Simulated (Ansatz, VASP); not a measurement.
# Two plane-wave programs on BaF2

Contents of INCAR:

```
PREC = Accurate
ENCUT = 600
EDIFF = 1E-6
ISMEAR = 0
SIGMA = 0.01
LREAL = F
LASPH = T
NELM = 120
ALGO = Normal
ISIF = 2
LWAVE = F
LCHARG = F
GGA = PS
ISYM = 0
NBANDS = 19
GGA_COMPAT = F
```

Contents of KPOINTS:

```
regular mesh
0
Gamma
  6 6 6
```

POSCAR

```
BaF2
1.0
    0.0000000000      3.0971637718      3.0971637718
    3.0971637718      0.0000000000      3.0971637718
    3.0971637718      3.0971637718      0.0000000000
Ba F
1 2
Direct
    0.0000000000      0.0000000000      0.0000000000
    0.2500000000      0.2500000000      0.2500000000
    0.7500000000      0.7500000000      0.7500000000
```

Input for Ansatz:

```yaml
crystal:
  lattice:
    - [0.0, 3.0971637718, 3.0971637718]
    - [3.0971637718, 0.0, 3.0971637718]
    - [3.0971637718, 3.0971637718, 0.0]
  atoms:
    - { symbol: Ba, position: [0.0, 0.0, 0.0] }
    - { symbol: F, position: [0.25, 0.25, 0.25] }
    - { symbol: F, position: [0.75, 0.75, 0.75] }
  symmetry: { detect: false }
kpoints:
  mp_grid: { grid: [6, 6, 6] }
hamiltonian:
  xc: pbesol
scf:
  occupations: { method: fixed }
  n_extra_bands: 4
output:
  forces: true
  stress: true
  eigenvalues: true
```

Alike in both runs: task single point; functional PBEsol; k mesh 6 × 6 × 6; no spin polarisation.

|  | VASP | Ansatz |
| --- | --- | --- |
| version | VASP 6.6.1 | Ansatz 0.2.0 |
| potentials or method | VASP PAW PBE potentials, release 64 (Ba_sv, F) | plane waves |
| plane-wave cutoff (eV) | 600 | 420 |
| occupations | gaussian, width 0.01 eV | fixed |
| valence electrons in the cell | 24 | 24 |

|  | VASP | Ansatz | Ansatz less VASP |
| --- | --- | --- | --- |
| gap on the k mesh at the Fermi level (eV) | 6.65 | 6.74 | +0.082 |
| pressure (GPa) | -0.5 | -1.6 | -1.06 |

VASP's potentials were made for PBE, not for PBEsol.

Spin-orbit coupling is off throughout.
